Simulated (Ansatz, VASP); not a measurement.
## Si in VASP and in Ansatz

POSCAR

```
Si
1.0
    3.8321295414      0.0000000000      0.0000000000
   -1.9160647707      3.3187215334      0.0000000000
    0.0000000000      0.0000000000      6.3095108027
Si
4
Direct
    0.3333333333      0.6666666667      0.0002643153
    0.6666666667      0.3333333333      0.5002643153
    0.3333333333      0.6666666667      0.3747356847
    0.6666666667      0.3333333333      0.8747356847
```

The input INCAR.step1:

```
SYSTEM = Si
PREC = Accurate ; ENCUT = 520
ISMEAR = 0 ; SIGMA = 0.01
LREAL = .FALSE. ; LASPH = .TRUE.
NELM = 100 ; NBANDS = 16
GGA = PE ; ALGO = Normal
EDIFF = 1E-4 ; LWAVE = .TRUE.
LCHARG = .FALSE.
```

INCAR.step2

```
SYSTEM = Si
PREC = Accurate ; ENCUT = 520
EDIFF = 1E-6 ; ISMEAR = 0
SIGMA = 0.01 ; LREAL = .FALSE.
LASPH = .TRUE. ; NELM = 100
ALGO = Normal ; ISIF = 2
LWAVE = .FALSE. ; LCHARG = .FALSE.
METAGGA = R2SCAN ; LMIXTAU = .TRUE.
NBANDS = 16 ; ISTART = 1
```

Contents of KPOINTS:

```
Automatic mesh
0
G
  12 12 4
  0 0 0
```

Input for Ansatz:

```yaml
crystal:
  lattice:
    - [3.8321295414, 0.0, 0.0]
    - [-1.9160647707, 3.3187215334, 0.0]
    - [0.0, 0.0, 6.3095108027]
  atoms:
    - { symbol: Si, position: [0.3333333333, 0.6666666667, 0.0002643153] }
    - { symbol: Si, position: [0.6666666667, 0.3333333333, 0.5002643153] }
    - { symbol: Si, position: [0.3333333333, 0.6666666667, 0.3747356847] }
    - { symbol: Si, position: [0.6666666667, 0.3333333333, 0.8747356847] }
kpoints:
  mp_grid: { grid: [12, 12, 4] }
  band_path:
    path:
      - [0.0, 0.0, 0.0]
      - [0.5, 0.0, 0.0]
      - [0.3333333333, 0.3333333333, 0.0]
      - [0.0, 0.0, 0.5]
      - [0.5, 0.0, 0.5]
      - [0.3333333333, 0.3333333333, 0.5]
      - [0.0, 0.5, 0.0]
    npoints: 1
hamiltonian:
  xc: r2scan
scf:
  occupations: { method: fixed }
  n_extra_bands: 5
output:
  forces: true
  stress: true
  eigenvalues: true
```

Change from the starting cell: uniaxial_z strain -0.5%.

Alike in both runs: task single point; functional r2SCAN; k mesh 12 × 12 × 4; no spin polarisation.

```csv
,VASP,Ansatz
version,VASP 6.6.1,Ansatz 0.2.0
potentials or method,"VASP PAW PBE potentials, release 64 (Si)","plane waves, PAW"
plane-wave cutoff (eV),520,500
occupations,"gaussian, width 0.01 eV",fixed
valence electrons in the cell,16,16
```

Ansatz gave:

```
gap on the k mesh at the Fermi level (eV)                     : 0.58
pressure (GPa)                                                : 0.5
traceless stress, the component that is largest in VASP (GPa) : 0.64
```

Estimate VASP's values.

gap on the k mesh at the Fermi level (eV): 0.60; pressure (GPa): 0.3; traceless stress, the component that is largest in VASP (GPa): 0.63.

VASP's potentials were made for PBE, not for r2SCAN.
